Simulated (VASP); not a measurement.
A run of VASP 6.6.1:

The input INCAR:

```
PREC     = Accurate       # precision mode
ENCUT    = 520            # plane-wave cutoff, eV
EDIFF    = 1E-8           # SCF threshold, eV
ISMEAR   = -1             # smearing method
SIGMA    = 0.05           # smearing width, eV
LREAL    = F              # projectors in reciprocal space
LASPH    = T              # aspherical terms in the spheres
NELM     = 60             # most SCF steps
ALGO     = Normal         # electronic algorithm
ISIF     = 2              # what is computed and relaxed
LWAVE    = F              # write WAVECAR
LCHARG   = F              # write CHGCAR
GGA      = PE             # functional
LEFG     = T            
NBANDS   = 16             # bands
```

File KPOINTS:

```
regular mesh
0
Gamma
  12 12 9
```

File POSCAR:

```
ZrB2
1.0
    3.1222243140      0.0000000000      0.0000000000
   -1.5611121570      2.7039255722      0.0000000000
    0.0000000000      0.0000000000      3.4724266007
Zr B
1 2
Direct
    0.0000000000      0.0000000000      0.0000000000
    0.3333333333      0.6666666667      0.5000000000
    0.6666666667      0.3333333333      0.5000000000
```

Potentials or basis: VASP PAW PBE potentials, release 64 (Zr_sv, B).

Launch:

```console
$ cat potpaw_PBE.64/Zr_sv/POTCAR potpaw_PBE.64/B/POTCAR > POTCAR
$ mpirun -np 1 vasp_std > vasp.out
```

Hardware: 1 thread of Intel(R) Xeon(R) 6975P-C (Granite Rapids), with other jobs on the host.

Task: How long does it take, and how much memory?

Result: Run time: 15 s on 1 thread of Intel(R) Xeon(R) 6975P-C (Granite Rapids) (shared host), peak memory 0.17 GiB. Counts: scf iterations 14, k points 95.
